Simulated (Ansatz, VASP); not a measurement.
# Two plane-wave programs on SnSe

The input INCAR:

```
SYSTEM = SnSe
PREC = Accurate
ENCUT = 520
EDIFF = 1E-7
ISMEAR = 0
SIGMA = 0.01
LREAL = .False.
LASPH = .True.
NELM = 80
ALGO = Normal
ISIF = 2
LWAVE = .False.
LCHARG = .False.
GGA = PS
NBANDS = 50
```

File KPOINTS:

```
regular mesh
0
Gamma
  2 5 5
  0 0 0
```

File POSCAR:

```
SnSe
1.0
   11.4200000000      0.0000000000      0.0000000000
    0.0000000000      4.1900000000      0.0000000000
    0.0000000000      0.0000000000      4.4600000000
Sn Se
4 4
Direct
    0.1230000000      0.2500000000      0.0910000000
    0.3770000000      0.7500000000      0.5910000000
    0.6230000000      0.2500000000      0.4090000000
    0.8770000000      0.7500000000      0.9090000000
    0.3570000000      0.2500000000      0.0160000000
    0.1430000000      0.7500000000      0.5160000000
    0.8570000000      0.2500000000      0.4840000000
    0.6430000000      0.7500000000      0.9840000000
```

Input for Ansatz:

```yaml
crystal:
  lattice:
    a: 11.42
    b: 4.19
    c: 4.46
    alpha: 90.0
    beta: 90.0
    gamma: 90.0
  atoms:
    - { symbol: Sn, position: [0.123, 0.25, 0.091] }
    - { symbol: Sn, position: [0.377, 0.75, 0.591] }
    - { symbol: Sn, position: [0.623, 0.25, 0.409] }
    - { symbol: Sn, position: [0.877, 0.75, 0.909] }
    - { symbol: Se, position: [0.357, 0.25, 0.016] }
    - { symbol: Se, position: [0.143, 0.75, 0.516] }
    - { symbol: Se, position: [0.857, 0.25, 0.484] }
    - { symbol: Se, position: [0.643, 0.75, 0.984] }
accuracy: low
basis:
  ecutwfc: 420.0
kpoints:
  mp_grid:
    grid: [2, 5, 5]
    shift: [0.0, 0.0, 0.0]
hamiltonian:
  xc: pbesol
scf:
  n_extra_bands: 2
  convergence:
    dr2_threshold: 1.0e-05
  lower_state_search: light
  occupations:
    method: fixed
output:
  dos:
    de: 0.1
    method:
      smearing:
        sigma: 0.15
    projected: true
```

Alike in both runs: task single point; functional PBEsol; k mesh 2 × 5 × 5; no spin polarisation.

```csv
,VASP,Ansatz
version,VASP 6.6.1,Ansatz 0.2.0
potentials or method,"VASP PAW PBE potentials, release 64 (Sn_d, Se), cutoff 520 eV","plane waves, PAW"
occupations,"gaussian, width 0.01 eV",fixed
valence electrons in the cell,80,120
```

```csv
,VASP,Ansatz,Ansatz less VASP
gap on the k mesh at the Fermi level (eV),0.79,0.80,+0.010
```

VASP's potentials were made for PBE, not for PBEsol. VASP's potentials hold 80 valence electrons a cell and Ansatz's 120, so a difference there can come from the potentials and not from the codes.
